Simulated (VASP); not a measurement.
# Be: single point with PBE

Be:

```xyz
1
Lattice="-0.9440 0.9440 0.9440 0.9440 -0.9440 0.9440 0.9440 0.9440 -0.9440" Properties=species:S:1:pos:R:3 pbc="T T T"
Be    0.0000    0.0000    0.0000
```

This isn't the form of Be at room conditions, which is hcp.

```yaml
Program: VASP 6.6.1
Task: single point
Functional: PBE
Potentials_or_basis: VASP PAW PBE potentials, release 64 (Be)
Cutoff: 520 eV
k_mesh: 28 × 28 × 28
Occupations: fermi-dirac, width 0.08 eV
Spin: no spin polarisation
```

- Pressure: 423.3 GPa
- Band gap on the k mesh: zero (bands 1 and 2 overlap by 10.40 eV)

Levels at points of the mesh, in eV from the Fermi level:
```
           k point  band 1  band 2  band 3  band 4
(0.00, 0.00, 0.00)  -16.90   38.08   38.08   38.08
(0.50, 0.00, 0.00)   -9.65    4.76   23.79   28.82
(0.50, 0.50, 0.50)    7.73    7.73    7.73   15.42
```

It took 12 s on 1 thread of Intel Xeon 8259CL (shared host), peak memory 0.11 GiB.

Caveat: the cell stands under pressure.
